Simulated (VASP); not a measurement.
Crystal: CrNCl.

```xyz
3
Lattice="3.7780 0.0000 0.0000 -1.8890 3.2718 0.0000 0.0000 0.0000 3.7041" Properties=species:S:1:pos:R:3 pbc="T T T"
Cr    0.0000    2.1812    1.8520
N     0.0000    0.0000    1.8520
Cl    1.8890    1.0906    0.0000
```

- Program: VASP 6.6.1
- Task: relaxation of cell and atoms
- Functional: PBE
- Potentials or basis: VASP PAW PBE potentials, release 64 (Cr_pv, N, Cl)
- Cutoff: 600 eV
- k mesh: 6 × 6 × 6
- Occupations: gaussian, width 0.1 eV
- Spin: collinear spin, ferromagnetic start
- Starting moments: [3.0, 0.0, 0.0] μB

At the start: pressure -11.6 GPa; volume 15.26 Å³/atom.

Task: Where does the relaxation end?

Result: Over 11 steps the energy falls by 519.6 meV/atom and the volume is 13.99 Å³/atom (-8.3 %); space group P-6m2 (No. 187, to 0.05 Å); moment 1.94 μB per cell.

The path:
| step | energy change (eV) | largest force (eV/Å) | pressure (GPa) | volume (Å³) |
| --- | --- | --- | --- | --- |
| 1 | 0.0000 | 0.0000 | -11.56 | 45.79 |
| 2 | -0.9234 | 0.0000 | 2.62 | 38.64 |
| 3 | -0.9964 | 0.0000 | 11.43 | 36.60 |
| 4 | -1.4204 | 0.0000 | 10.66 | 38.17 |
| 5 | -1.3849 | 0.0000 | 12.69 | 39.07 |
| 6 | -1.4503 | 0.0000 | 11.34 | 38.62 |
| 7 | -1.4846 | 0.0000 | -6.98 | 45.04 |
| 8 | -1.5578 | 0.0000 | -0.05 | 41.93 |
| 9 | -1.5577 | 0.0000 | 0.14 | 41.86 |
| 10 | -1.5585 | 0.0000 | 0.15 | 41.93 |
| 11 | -1.5587 | 0.0000 | 0.17 | 41.98 |

Final structure:
```
CELL_PARAMETERS angstrom
3.22863 0.00000 0.00000
-1.61431 2.79607 0.00000
0.00000 0.00000 4.65053
ATOMIC_POSITIONS crystal
Cr 0.33333 0.66667 0.50000
N 0.00000 0.00000 0.50000
Cl 0.66667 0.33333 0.00000
```

Caveat: a cell with one magnetic atom can't hold antiferromagnetic order, which such compounds often take.
